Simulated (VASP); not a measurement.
# Cu in VASP: relaxation of the atoms with PBE

Aim: the relaxation of the atoms of Cu with PBE.

All numbers are computed with VASP 6.6.1; they aren't measurements. Logs are shortened: lines on timing, memory, paths and dates and some standing lists are left out, and cuts for length are marked.

**1. The cell of the first run**

The cell holds a slab with vacuum, 13 atoms: a = 5.105 Å, b = 5.105 Å, c = 16.168 Å, α = 90.00°, β = 90.00°, γ = 60.00°.

**2. Relaxation of the atoms, PBE**

The input, INCAR:

```
SYSTEM = Cu
  PREC = Accurate
  ENCUT = 520
  EDIFF = 1E-6
  ISMEAR = 0
  SIGMA = 0.15
  LREAL = .False.
  LASPH = .True.
  NELM = 100
  ALGO = Normal
  ISIF = 2
  LWAVE = .False.
  LCHARG = .False.
  GGA = PE
  IBRION = 2
  NSW = 80
  EDIFFG = -0.03
  LUSENCCL = .False.
```

The input, KPOINTS:

```
Automatic mesh
0
Gamma
  4 4 1
  0 0 0
```

The input, POSCAR:

```
Cu
1.0
    5.1053110000      0.0000000000      0.0000000000
    2.5526550000      4.4213290000      0.0000000000
    0.0000000000      0.0000000000     16.1684690000
Cu
13
Selective dynamics
Direct
    0.1666667000      0.1666667000      0.0618488000  F F F
    0.6666667000      0.1666667000      0.0618488000  F F F
    0.1666667000      0.6666667000      0.0618488000  F F F
    0.6666667000      0.6666667000      0.0618488000  F F F
   -0.1666667000      0.3333333000      0.1907561000  T T T
    0.3333333000      0.3333333000      0.1907561000  T T T
   -0.1666667000      0.8333333000      0.1907561000  T T T
    0.3333333000      0.8333333000      0.1907561000  T T T
    0.0000000000      0.0000000000      0.3196635000  T T T
    0.5000000000      0.0000000000      0.3196635000  T T T
    0.0000000000      0.5000000000      0.3196635000  T T T
    0.5000000000      0.5000000000      0.3196635000  T T T
    0.3373946000      0.8576239000      0.4656266000  T T T
```

Potentials or basis: VASP PAW PBE potentials, release 64 (Cu).

Command:

```
$ cat potpaw_PBE.64/Cu/POTCAR > POTCAR
$ mpirun -np 1 vasp_std > vasp.out
```

OUTCAR:

```text
SYSTEM = Cu
   PREC = Accurate
   ENCUT = 520
   EDIFF = 1E-6
   ISMEAR = 0
   LREAL = .False.
   LASPH = .True.
   NELM = 100
   ISIF = 2
   GGA = PE
   IBRION = 2
   NSW = 80
   EDIFFG = -0.03

 ion  position               nearest neighbor table
   1  0.167  0.167  0.062-   6 2.55   8 2.55   5 2.55   3 2.55   3 2.55   2 2.55   2 2.55   4 2.55
                             4 2.55
   2  0.667  0.167  0.062-   5 2.55   7 2.55   6 2.55   4 2.55   4 2.55   1 2.55   1 2.55   3 2.55
                             3 2.55
   3  0.167  0.667  0.062-   8 2.55   6 2.55   7 2.55   1 2.55   1 2.55   4 2.55   4 2.55   2 2.55
                             2 2.55
   4  0.667  0.667  0.062-   7 2.55   5 2.55   8 2.55   2 2.55   2 2.55   3 2.55   3 2.55   1 2.55
                             1 2.55
   5  0.833  0.333  0.191-   2 2.55   4 2.55   1 2.55   7 2.55   7 2.55   6 2.55   6 2.55   8 2.55
                             8 2.55   9 2.55  12 2.55  11 2.55
   6  0.333  0.333  0.191-   1 2.55   3 2.55   2 2.55   8 2.55   8 2.55   5 2.55   5 2.55   7 2.55
                             7 2.55  10 2.55  11 2.55  12 2.55
   7  0.833  0.833  0.191-   4 2.55   2 2.55   3 2.55   5 2.55   5 2.55   8 2.55   8 2.55   6 2.55
                             6 2.55  11 2.55  10 2.55   9 2.55
   8  0.333  0.833  0.191-   3 2.55   1 2.55   4 2.55   6 2.55   6 2.55   7 2.55   7 2.55   5 2.55
                             5 2.55  12 2.55   9 2.55  10 2.55
   9  0.000  0.000  0.320-  11 2.55  11 2.55  10 2.55  10 2.55  12 2.55  12 2.55   5 2.55   8 2.55
                             7 2.55
  10  0.500  0.000  0.320-  12 2.55  12 2.55   9 2.55   9 2.55  11 2.55  11 2.55   6 2.55   7 2.55
                             8 2.55  13 2.72
  11  0.000  0.500  0.320-   9 2.55   9 2.55  12 2.55  12 2.55  10 2.55  10 2.55   7 2.55   6 2.55
                             5 2.55
  12  0.500  0.500  0.320-  10 2.55  10 2.55  11 2.55  11 2.55   9 2.55   9 2.55   8 2.55   5 2.55
                             6 2.55
  13  0.337  0.858  0.466-  10 2.72

  LATTYP: Found a hexagonal cell.
 ALAT       =     5.1053107325
 C/A-ratio  =     3.1669901887

  Lattice vectors:

 A1 = (  -2.5526550000,  -4.4213290000,   0.0000000000)
 A2 = (   5.1053110000,   0.0000000000,   0.0000000000)
 A3 = (   0.0000000000,   0.0000000000,  16.1684690000)

Analysis of symmetry for initial positions (statically):
=====================================================================
 Subroutine PRICEL returns:
 Original cell was already a primitive cell.

 Routine SETGRP: Setting up the symmetry group for a
 hexagonal supercell.

 Subroutine GETGRP returns: Found  1 space group operations
 (whereof  1 operations were pure point group operations)
 out of a pool of 24 trial point group operations.

The static configuration has the point symmetry C_1 .

Analysis of symmetry for dynamics (positions and initial velocities):
=====================================================================
 Subroutine PRICEL returns:
 Original cell was already a primitive cell.

 Routine SETGRP: Setting up the symmetry group for a
 hexagonal supercell.

 Subroutine GETGRP returns: Found  1 space group operations
 (whereof  1 operations were pure point group operations)
 out of a pool of 24 trial point group operations.

The dynamic configuration has the point symmetry C_1 .

Analysis of constrained symmetry for selective dynamics:
=====================================================================
 Subroutine PRICEL returns:
 Original cell was already a primitive cell.

 Routine SETGRP: Setting up the symmetry group for a
 hexagonal supercell.

 Subroutine GETGRP returns: Found  1 space group operations
 (whereof  1 operations were pure point group operations)
 out of a pool of 24 trial point group operations.

The constrained configuration has the point symmetry C_1 .

 Subroutine INISYM returns: Found  1 space group operations
 (whereof  1 operations are pure point group operations),
 and found     1 'primitive' translations

----------------------------------------------------------------------------------------

                                     Primitive cell

  volume of cell :     364.9589

  direct lattice vectors                    reciprocal lattice vectors
[... 63 lines left out ...]

 Following reciprocal coordinates:
            Coordinates               Weight
  0.000000  0.000000  0.000000      1.000000
  0.250000  0.000000  0.000000      2.000000
  0.250000  0.250000  0.000000      2.000000
  0.000000  0.250000  0.000000      2.000000
  0.500000  0.000000  0.000000      1.000000
  0.500000  0.500000  0.000000      1.000000
  0.000000  0.500000  0.000000      1.000000
  0.500000  0.250000  0.000000      2.000000
  0.250000  0.500000  0.000000      2.000000
 -0.250000  0.250000  0.000000      2.000000
   k-points           NKPTS =     10   k-points in BZ     NKDIM =     10   number of bands    NBANDS=     85
   number of dos      NEDOS =    301   number of ions     NIONS =     13
   total plane-waves  NPLWV = 192000
   dimension x,y,z NGX =    40 NGY =   40 NGZ =  120
   dimension x,y,z NGXF=    80 NGYF=   80 NGZF=  240
   ions per type =              13
   NGX,Y,Z   is equivalent  to a cutoff of  13.03, 13.03, 12.34 a.u.
   NGXF,Y,Z  is equivalent  to a cutoff of  26.05, 26.05, 24.68 a.u.
 SYSTEM =  Cu
   PREC   = accura    normal or accurate (medium, high low for compatibility)
   ISTART =      0    job   : 0-new  1-cont  2-samecut
   ICHARG =      2    charge: 1-file 2-atom 10-const
   ISPIN  =      1    spin polarized calculation?
   LNONCOLLINEAR =      F non collinear calculations
   LSORBIT =      F    spin-orbit coupling
   LASPH  =      T    aspherical Exc in radial PAW
   ENCUT  =  520.0 eV  38.22 Ry    6.18 a.u.   9.49  9.49 30.06*2*pi/ulx,y,z
   NELM   =    100;   NELMIN=  2; NELMDL= -5     # of ELM steps
   EDIFF  = 0.1E-05   stopping-criterion for ELM
   LREAL  =      F    real-space projection
   EDIFFG = -.3E-01   stopping-criterion for IOM
   NSW    =     80    number of steps for IOM
   IBRION =      2    ionic relax: 0-MD 1-quasi-New 2-CG
   NFREE  =      1    steps in history (QN), initial steepest desc. (CG)
   ISIF   =      2    stress and relaxation
   ISYM   =      2    0-nonsym 1-usesym 2-fastsym
   POTIM  = 0.5000    time-step for ionic-motion
   TEBEG  =    0.0;   TEEND  =   0.0 temperature during run
   PSTRESS=    0.0 pullay stress
   NELECT =     143.0000    total number of electrons
   NUPDOWN=      -1.0000    fix difference up-down
   EMIN   =  10.00;   EMAX   =-10.00  energy-range for DOS
   EFERMI =   0.00;   METHOD = LEGACY
   ISMEAR =     0;   SIGMA  =   0.15  broadening in eV -4-tet -1-fermi 0-gaus
   EFERMI_NEDOS =   21; number of points for ismear=-14 and -15
   IALGO  =     38    algorithm
   IMIX   =      4    mixing-type and parameters
     AMIX     =   0.40;   BMIX     =  1.00
     AMIX_MAG =   1.60;   BMIX_MAG =  1.00
  volume/ion in A,a.u.               =      28.07       189.45
  Fermi-wavevector in a.u.,A,eV,Ry     =   1.197950  2.263798 19.525522  1.435085
  Thomas-Fermi vector in A             =   2.333852
   LORBIT       =      0    0 simple, 1 ext, 2 COOP (PROOUT), +10 PAW based schemes
   GGA     = PE    functional components
   LHFCALC =     F    Hartree Fock is set to
   AEXX    =    0.0000 exact exchange contribution
   IVDW    =     0    specifies the selected vdW correction
   LEPSILON=     F    determine dielectric tensor
   LRPA    =     F    only Hartree local field effects (RPA)
 conjugate gradient relaxation of ions
 non-spin polarized calculation
 Gauss-broadening in eV      SIGMA  =   0.15
  energy-cutoff  :      520.00
  volume of cell :      364.96
 maximum number of plane-waves:      9889
 NGX is ok and might be reduce to    40
   NGX = 19   NGY = 19   NGZ = 61

--------------------------------------- Ionic step        1  -------------------------------------------

 number of electron     142.9999996 magnetization

 Free energy of the ion-electron system (eV)
  ---------------------------------------------------
  ext. energy  EPLUGINS =         0.00000000
  ---------------------------------------------------
  free energy    TOTEN  =       -43.31278781 eV

  energy without entropy =      -43.17859939  energy(sigma->0) =      -43.24569360

------------------------ aborting loop because EDIFF is reached ----------------------------------------

  FORCE on cell =-STRESS in cart. coord.  units (eV):
  Direction    XX          YY          ZZ          XY          YZ          ZX
  --------------------------------------------------------------------------------------
  -------------------------------------------------------------------------------------
  Total       -2.7573414     -2.7938730     -3.8834242      0.0145445     -0.0473731     -0.0496138
  in kB      -12.1047882    -12.2651624    -17.0483156      0.0638506     -0.2079690     -0.2178056
  external PRESSURE =     -13.8060888 kB  Pullay stress =       0.0000000 kB
[... 122 lines left out ...]
  FREE ENERGIE OF THE ION-ELECTRON SYSTEM (eV)
  ---------------------------------------------------
  free  energy   TOTEN  =       -43.7195191007 eV

  energy  without entropy=      -43.5833001648  energy(sigma->0) =      -43.65140963

[... ionic steps 4 to 13 ...]

--------------------------------------- Ionic step       14  -------------------------------------------

 number of electron     142.9999992 magnetization

------------------------ aborting loop because EDIFF is reached ----------------------------------------
[... 89 lines left out ...]
--------------------------------------- Ionic step       16  -------------------------------------------

 number of electron     142.9999987 magnetization

 Free energy of the ion-electron system (eV)
  ---------------------------------------------------
  ext. energy  EPLUGINS =         0.00000000
  ---------------------------------------------------
  free energy    TOTEN  =       -43.84676798 eV

  energy without entropy =      -43.72407970  energy(sigma->0) =      -43.78542384

 E-fermi :   0.7709     XC(G=0):  -6.5902

 val. band max:        0.7544393819   @ k =   0.2500   0.2500   0.0000
 cond. band min:       0.8189250851   @ k =   0.0000   0.5000   0.0000
 fundamental gap:      0.0644857033
 Fermi energy:         0.7708685056

 k-point     1 :       0.0000    0.0000    0.0000
  band No.  band energies     occupation
      1      -7.8758      2.00000
      2      -6.0821      2.00000
      3      -4.5224      2.00000
      4      -3.9538      2.00000
      5      -3.9510      2.00000
      6      -3.9455      2.00000
[... 849 lines left out ...]
     82       5.8870      0.00000
     83       6.0460      0.00000
 [bands above 83 left out]

------------------------ aborting loop because EDIFF is reached ----------------------------------------

  FORCE on cell =-STRESS in cart. coord.  units (eV):
  Direction    XX          YY          ZZ          XY          YZ          ZX
  --------------------------------------------------------------------------------------
  -------------------------------------------------------------------------------------
  Total       -2.2218949     -2.3219997     -0.3759379      0.0263538     -0.0823545     -0.0612024
  in kB       -9.7541664    -10.1936286     -1.6503755      0.1156937     -0.3615378     -0.2686801
  external PRESSURE =      -7.1993902 kB  Pullay stress =       0.0000000 kB
[... 28 lines left out ...]
  FREE ENERGIE OF THE ION-ELECTRON SYSTEM (eV)
  ---------------------------------------------------
  free  energy   TOTEN  =       -43.8467679835 eV

  energy  without entropy=      -43.7240797008  energy(sigma->0) =      -43.78542384

 reached required accuracy - stopping structural energy minimisation
```

Run time: 15 min. Hardware: 1 × NVIDIA H100 80GB with 1 thread of AMD EPYC 7R13 (Zen 3), shared host; peak memory 1.5 GiB.

Results:

```
Free energy               : -43.8468 eV
Energy gained by relaxing : 41.1 meV/atom
Ionic steps               : 16
Band gap on the k mesh    : zero (an odd number of electrons rules out a gap without spin polarisation)
```

The path:
| step | energy change (eV) | largest force on free atoms (eV/Å) | pressure (GPa) |
| --- | --- | --- | --- |
| 1 | 0.0000 | 1.6011 | -1.38 |
| 2 | -0.1537 | 1.4866 | -1.43 |
| 3 | -0.4067 | 0.7576 | -1.24 |
| 4 | -0.4787 | 0.4740 | -1.12 |
| 5 | -0.4916 | 0.3414 | -1.03 |
| 6 | -0.5105 | 0.1512 | -1.03 |
| 7 | -0.5114 | 0.2102 | -1.11 |
| 8 | -0.5211 | 0.1541 | -1.00 |
| 9 | -0.5228 | 0.1499 | -0.97 |
| 10 | -0.5283 | 0.0834 | -0.91 |
| 11 | -0.5308 | 0.0566 | -0.84 |
| 12 | -0.5324 | 0.0455 | -0.81 |
| 13 | -0.5324 | 0.0487 | -0.80 |
| 14 | -0.5333 | 0.0365 | -0.72 |
| 15 | -0.5333 | 0.0408 | -0.71 |
| 16 | -0.5340 | 0.0276 | -0.72 |

Final structure:
```xyz
13
Lattice="5.1053 0.0000 0.0000 2.5527 4.4213 0.0000 0.0000 0.0000 16.1685" Properties=species:S:1:pos:R:3 pbc="T T T"
Cu    1.2763    0.7369    1.0000
Cu    3.8290    0.7369    1.0000
Cu    2.5527    2.9476    1.0000
Cu    5.1053    2.9476    1.0000
Cu    5.1149    1.4834    3.1100
Cu    2.5516    1.4848    3.1081
Cu    6.3871    3.6815    3.1063
Cu    3.8330    3.6892    3.0502
Cu    5.0993    0.0137    5.1584
Cu    2.5781    0.0176    5.1458
Cu    1.2802    2.2141    5.3001
Cu    3.8352    2.2097    5.1685
Cu    3.8586    3.7289    7.0281
```

Caveat: there is no dipole correction, which matters where the two faces differ.

The gap in the log of VASP goes by the Fermi energy; the results here count the filled bands.